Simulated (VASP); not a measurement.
Runs of VASP 6.6.1 on Bi2Te3. The structure is that of space group R-3m (No. 166), or close to it. The cells are those of the table. 

| cell | gap on the mesh (eV) | pressure (GPa) | largest force (eV/Å) |
| --- | --- | --- | --- |
| a = 10.772 Å, angles 23.5°, 5 atoms | 0.33 | -2.1 | 0.35 |
| a = 10.482 Å, angles 24.4°, 5 atoms | 0.21 | (d) | 0.19 |
| a = 10.511 Å, angles 24.2°, 5 atoms | (c) | -1.1 | 0.16 |
| a = 10.441 Å, angles 24.2°, 5 atoms | 0.22 | -0.1 | 0.03 |
| a = 10.464 Å, angles 23.7°, 5 atoms | (b) | (a) | 0.12 |
| a = 10.674 Å, angles 23.7°, 5 atoms | 0.30 | -1.6 | 0.27 |

Alike in all rows: task electric field gradients; level PBEsol; potentials or basis VASP PAW PBE potentials, release 64 (Bi_d, Te); no spin polarisation; k mesh 7 × 7 × 7; cutoff (eV) 520; smearing fermi-dirac 0.08 eV.

Problem. Fill in the values left out.

Solution. (a) 1.6; (b) 0.26; (c) 0.23; (d) -1.5.

Caveats: the PAW data sets were made with another functional, which shifts forces and pressure a little; spin-orbit coupling is left out, which moves the levels of the heavy elements; an odd mesh through Γ misses points on the zone boundary, where band edges can lie.

A k mesh can miss the band edges, and the runs leave out spin-orbit coupling on Bi, Te.
